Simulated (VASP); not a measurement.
Runs of VASP 6.6.1 on Ru. The structure is that of space group P6_3/mmc (No. 194), or close to it. The cells are those of the table. 

```tsv
task	cell	k mesh	smearing	gap on the mesh (eV)	pressure (GPa)
single point	a = 2.706, b = 2.706, c = 4.368 Å, angles 90.0, 90.0, 120.0°, 2 atoms	20 × 20 × 11	fermi-dirac 0.05 eV	none	-2.0
relaxation of the atoms	atoms relaxed from a = 2.724, b = 2.724, c = 4.310 Å, angles 90.0, 90.0, 120.0°, 2 atoms	20 × 20 × 11	fermi-dirac 0.05 eV	none	-1.9
relaxation of the atoms	atoms relaxed from a = 2.706, b = 2.706, c = 4.196 Å, angles 90.0, 90.0, 120.0°, 2 atoms	20 × 20 × 11	fermi-dirac 0.05 eV	none	12.0
single point	a = 2.741, b = 2.741, c = 4.338 Å, angles 90.0, 90.0, 120.0°, 2 atoms	20 × 20 × 11	fermi-dirac 0.05 eV	none	-7.5
single point	a = 2.706, b = 2.706, c = 4.410 Å, angles 90.0, 90.0, 120.0°, 2 atoms	20 × 20 × 11	fermi-dirac 0.05 eV	none	(a)
relaxation of the atoms	atoms relaxed from a = 2.706, b = 2.706, c = 4.239 Å, angles 90.0, 90.0, 120.0°, 2 atoms	20 × 20 × 11	fermi-dirac 0.05 eV	none	8.1
single point	a = 2.759, b = 2.759, c = 4.366 Å, angles 90.0, 90.0, 120.0°, 2 atoms	20 × 20 × 11	fermi-dirac 0.05 eV	none	-12.5
single point	a = 2.724, b = 2.724, c = 4.310 Å, angles 90.0, 90.0, 120.0°, 2 atoms	20 × 20 × 11	fermi-dirac 0.05 eV	none	-1.9
relaxation of the atoms	atoms relaxed from a = 2.706, b = 2.706, c = 4.368 Å, angles 90.0, 90.0, 120.0°, 2 atoms	20 × 20 × 11	fermi-dirac 0.05 eV	none	-2.0
electric field gradients	a = 2.706, b = 2.706, c = 4.282 Å, angles 90.0, 90.0, 120.0°, 2 atoms	18 × 18 × 10	fermi-dirac 0.02 eV	none	4.4
relaxation of the atoms	atoms relaxed from a = 2.706, b = 2.706, c = 4.325 Å, angles 90.0, 90.0, 120.0°, 2 atoms	20 × 20 × 11	fermi-dirac 0.05 eV	none	1.1
relaxation of the atoms	atoms relaxed from a = 2.706, b = 2.706, c = 4.282 Å, angles 90.0, 90.0, 120.0°, 2 atoms	20 × 20 × 11	fermi-dirac 0.05 eV	none	4.4
```

Alike in all rows: level PBE; potentials or basis VASP PAW PBE potentials, release 64 (Ru_pv); no spin polarisation; cutoff (eV) 520.

Problem. Estimate the missing entries.

Solution. (a) -4.8.

Caveats: the relaxation stopped at its first step, so nothing moved (at least some runs); the cell stands under tension (at least some runs); the cell stands under pressure (at least some runs).

A k mesh can miss the band edges, and the runs leave out spin-orbit coupling on Ru.

A gap of «none» marks levels without a gap at the run's occupations.
